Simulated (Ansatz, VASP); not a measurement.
**One calculation of AlO5, two programs**

```
Al O
1.0
     3.55054    0.00000    0.00000
    -1.77527    3.07486    0.00000
     0.00000    0.00000    6.50815
Al O
1 5
Direct
  0.00000 0.00000 0.00000
  0.33333 0.66667 0.00000
  0.66667 0.33333 0.00000
  0.50000 0.00000 0.50000
  0.50000 0.50000 0.50000
  0.00000 0.50000 0.50000
```

Change from the starting cell: species swapped into the LaPt5 type (P6/mmm, No. 191).

Alike in both runs: functional PBE; k mesh 12 × 12 × 6; occupations gaussian, width 0.1 eV; no spin polarisation.

Ansatz relaxed the structure, and its values are those at the end. VASP's run is a single point on that final structure, the one shown.

|  | VASP | Ansatz |
| --- | --- | --- |
| version | VASP 6.6.1 | Ansatz 0.2.0 |
| potentials or method | VASP PAW PBE potentials, release 64 (Al, O), cutoff 520 eV | scalar-relativistic, plane waves, PAW |
| valence electrons in the cell | 33 | 33 |

VASP gave:

```
gap on the k mesh at the Fermi level (eV) : none
pressure (GPa)                            : -0.1
```

Task: Which values does Ansatz return?

Result: gap on the k mesh at the Fermi level (eV): none; pressure (GPa): 0.0.

A gap of «none» marks a metal or a gap that the smearing closes.
